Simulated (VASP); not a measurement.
Here is a VASP 6.6.1 calculation.

The input INCAR:

```
SYSTEM = Fe
ALGO = Normal
EDIFF = 1E-7
ENCUT = 520
GGA = PE
ISIF = 2
ISMEAR = -1
ISPIN = 2
LASPH = .TRUE.
LCHARG = .FALSE.
LMAXMIX = 4
LORBIT = 11
LREAL = .FALSE.
LWAVE = .FALSE.
MAGMOM = 2.5 2.5
NBANDS = 19
NELM = 150
PREC = Accurate
SIGMA = 0.1
```

File KPOINTS:

```
k-points
0
G
  14 14 14
  0 0 0
```

POSCAR

```
Fe
1.0
    2.8313533229      0.0000000000      0.0000000000
    0.0000000000      2.8313533229      0.0000000000
    0.0000000000      0.0000000000      2.8313533229
Fe
2
Direct
    0.0000000000      0.0000000000      0.0000000000
    0.5000000000      0.5000000000      0.5000000000
```

Potentials or basis: VASP PAW PBE potentials, release 64 (Fe).

Launch:

```console
$ cat potpaw_PBE.64/Fe/POTCAR > POTCAR
$ mpirun -np 1 vasp_std > vasp.out
```

**Question.** Predict the net moment.

**Answer.** 4.36 μB per cell.

**Question.** What does it give for the site moments?

**Answer.** Fe +2.18 μB.

**Question.** Predict the pressure.

**Answer.** 0.0 GPa.
